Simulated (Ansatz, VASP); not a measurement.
**Os: VASP beside Ansatz**

Contents of INCAR:

```
SYSTEM = Os
PREC     = Accurate       ! precision mode
ENCUT    = 520            ! plane-wave cutoff, eV
EDIFF    = 1E-8           ! SCF threshold, eV
ISMEAR   = -1             ! smearing method
SIGMA    = 0.05           ! smearing width, eV
LREAL    = .False.        ! projectors in reciprocal space
LASPH    = .True.         ! aspherical terms in the spheres
NELM     = 100            ! most SCF steps
ALGO     = Normal         ! electronic algorithm
ISIF     = 2              ! what is computed and relaxed
LWAVE    = .False.        ! write WAVECAR
LCHARG   = .False.        ! write CHGCAR
GGA      = PE             ! functional
LEFG     = .True.       
NBANDS   = 10             ! bands
```

Contents of KPOINTS:

```
regular mesh
0
Gamma
  17 17 17
  0 0 0
```

POSCAR

```
Os
1.0
    0.0000000000      1.9087702774      1.9087702774
    1.9087702774      0.0000000000      1.9087702774
    1.9087702774      1.9087702774      0.0000000000
Os
1
Direct
    0.0000000000      0.0000000000      0.0000000000
```

Input for Ansatz:

```yaml
crystal:
  lattice:
    - [0.0, 1.9087702774, 1.9087702774]
    - [1.9087702774, 0.0, 1.9087702774]
    - [1.9087702774, 1.9087702774, 0.0]
  atoms:
    - { symbol: Os, position: [0.0, 0.0, 0.0] }
kpoints:
  mp_grid: { grid: [17, 17, 17] }
scf:
  occupations: { method: fermi_dirac, width: 0.05 }
hamiltonian:
  xc: pbe
  pseudopotentials: { kind: paw }
output:
  forces: true
  stress: true
  eigenvalues: true
  efg: { contact_densities: true }
```

Change from the starting cell: volume scaled by 0.97, PAW files.

Alike in both runs: task electric field gradients; functional PBE; k mesh 17 × 17 × 17; occupations fermi-dirac, width 0.05 eV; no spin polarisation.

|  | VASP | Ansatz |
| --- | --- | --- |
| version | VASP 6.6.1 | Ansatz 0.2.0 |
| potentials or method | VASP PAW PBE potentials, release 64 (Os) | PAW with Ansatz's default frozen-core files, scalar-relativistic |
| plane-wave cutoff (eV) | 520 | 420 |
| valence electrons in the cell | 8 | 16 |

|  | VASP | Ansatz | Ansatz less VASP |
| --- | --- | --- | --- |
| pressure (GPa) | 12.9 | 12.8 | -0.16 |

The functional is the same, so the differences come from potentials, cutoffs and numerics. VASP's potentials hold 8 valence electrons a cell and Ansatz's 16, so a difference there can come from the potentials and not from the codes.

Neither program's run includes spin-orbit coupling.
